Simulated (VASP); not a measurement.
Input of a VASP 6.6.1 run:

INCAR

```
PREC = Accurate
ENCUT = 600
EDIFF = 1E-7
ISMEAR = 0
SIGMA = 0.1
LREAL = F
LASPH = T
NELM = 100
ALGO = Normal
ISIF = 3
LWAVE = F
LCHARG = F
GGA = PE
IBRION = 2
NSW = 90
EDIFFG = -0.04
```

The input KPOINTS:

```
regular mesh
0
Gamma
  4 4 4
```

File POSCAR:

```
CdSb2O2
1.0
    6.9765820700      0.0000000000      0.0000000000
    0.0000000000      6.9765820700      0.0000000000
    0.0000000000      0.0000000000      4.0205128400
Cd Sb O
2 4 4
Direct
    0.0000000000      0.0000000000      0.0000000000
    0.5000000000      0.5000000000      0.0000000000
    0.3790900100      0.8790900100      0.0000000000
    0.1209099900      0.3790900100      0.0000000000
    0.6209099900      0.1209099900      0.0000000000
    0.8790900100      0.6209099900      0.0000000000
    0.1785799900      0.6785799900      0.5000000000
    0.3214200100      0.1785799900      0.5000000000
    0.8214200100      0.3214200100      0.5000000000
    0.6785799900      0.8214200100      0.5000000000
```

Potentials or basis: VASP PAW PBE potentials, release 64 (Cd, Sb, O).

Command:

```console
$ cat potpaw_PBE.64/Cd/POTCAR potpaw_PBE.64/Sb/POTCAR potpaw_PBE.64/O/POTCAR > POTCAR
$ mpirun -np 1 vasp_std > vasp.out
```

(1) Predict the space group after relaxing (to 0.1 Å).

(2) Estimate the band gap on the k mesh.

(3) What does it give for the relaxed volume?

(4) Predict the relaxed cell.

Results:

(1) P4/mbm (No. 127).

(2) zero (bands 34 and 35 overlap by 0.12 eV).

(3) 22.45 Å³/atom.

(4) a = 8.382 Å, b = 8.382 Å, c = 3.196 Å, α = 90.00°, β = 90.00°, γ = 90.00°.

Caveat: the k points lie up to 0.49 Å⁻¹ apart in the final cell; a cell axis changed by over 15 % at a fixed basis, so the end point is rough; spin-orbit coupling is left out, which moves the levels of the heavy elements.
